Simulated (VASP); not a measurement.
Write the native input for VASP 6.6.1 that does the following.

| Item | Value |
| --- | --- |
| Task | single point |
| Functional | r2SCAN |
| Potentials or basis | VASP PAW PBE potentials, release 64 (Cu) |
| Cutoff | 520 eV |
| k mesh | 24 × 24 × 24 |
| Occupations | gaussian, width 0.15 eV |
| Spin | no spin polarisation |
| Dipole correction | no |
| Further INCAR settings | ALGO = Normal; EDIFF = 1e-06; NBANDS = 12 |

The system is Cu.

```
CELL_PARAMETERS angstrom
-1.51493 1.51493 1.37608
1.51493 -1.51493 1.37608
1.51493 1.51493 -1.37608
ATOMIC_POSITIONS crystal
Cu 0.00000 0.00000 0.00000
```

This cell differs from its parent crystal: strain +0.050 along x and y, +0.000 along z.

One way to write it, as run:

POSCAR

```
Cu
1.0
   -1.5149329860      1.5149329860      1.3760814500
    1.5149329860     -1.5149329860      1.3760814500
    1.5149329860      1.5149329860     -1.3760814500
Cu
1
Direct
    0.0000000000      0.0000000000      0.0000000000
```

INCAR.step1

```
ALGO = Normal
EDIFF = 1E-4
ENCUT = 520
GGA = PE
ISMEAR = 0
LASPH = True
LCHARG = False
LREAL = False
LWAVE = True
NBANDS = 12
NELM = 60
PREC = Accurate
SIGMA = 0.15
```

INCAR.step2

```
ALGO = Normal
EDIFF = 1E-6
ENCUT = 520
ISIF = 2
ISMEAR = 0
ISTART = 1
LASPH = True
LCHARG = True
LELF = True
LMIXTAU = True
LREAL = False
LVHAR = True
LWAVE = False
METAGGA = R2SCAN
NBANDS = 12
NELM = 60
PREC = Accurate
SIGMA = 0.15
```

KPOINTS

```
k-points
0
Gamma
  24 24 24
```

Potentials or basis: VASP PAW PBE potentials, release 64 (Cu).

The run is started by

```bash
$ cat potpaw_PBE.64/Cu/POTCAR > POTCAR
$ cp INCAR.step1 INCAR
$ mpirun -np 1 vasp_std > vasp.out
$ cp INCAR.step2 INCAR
$ mpirun -np 1 vasp_std > vasp.out
```

It gave:

The pressure is -11.3 GPa. The band gap on the k mesh is zero (an odd number of electrons rules out a gap without spin polarisation).

Caveat: the cell differs from its parent crystal (strain +0.050 along x and y, +0.000 along z); the cell stands under tension; the PAW data sets were made with another functional, which shifts forces and pressure a little.

Run time: 4 min on 1 thread of Intel(R) Xeon(R) 6975P-C (Granite Rapids), with other jobs on the host, peak memory 0.26 GiB.
